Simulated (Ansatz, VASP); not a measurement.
## One calculation of RbIr, two programs

```
Rb Ir
1.0
     3.80792    0.00000    0.00000
     0.00000    3.80792    0.00000
     0.00000    0.00000    3.80792
Rb Ir
1 1
Direct
  0.00000 0.00000 0.00000
  0.50000 0.50000 0.50000
```

Alike in both runs: functional PBE; k mesh 9 × 9 × 9; occupations fermi-dirac, width 0.05 eV; no spin polarisation.

Ansatz relaxed the structure, and its values are those at the end. VASP's run is a single point on that final structure, the one shown.

|  | VASP | Ansatz |
| --- | --- | --- |
| version | VASP 6.6.1 | Ansatz 0.2.0 |
| potentials or method | VASP PAW PBE potentials, release 64 (Rb_sv, Ir), cutoff 520 eV | all-electron LAPW, scalar-relativistic |

VASP gave:

| Item | Value |
| --- | --- |
| pressure (GPa) | 0.1 |

**Question.** Which values does Ansatz return?

**Answer.** Pressure (GPa): 0.0.

Ansatz ran all-electron here, and VASP with PAW potentials.

Neither program's run includes spin-orbit coupling.
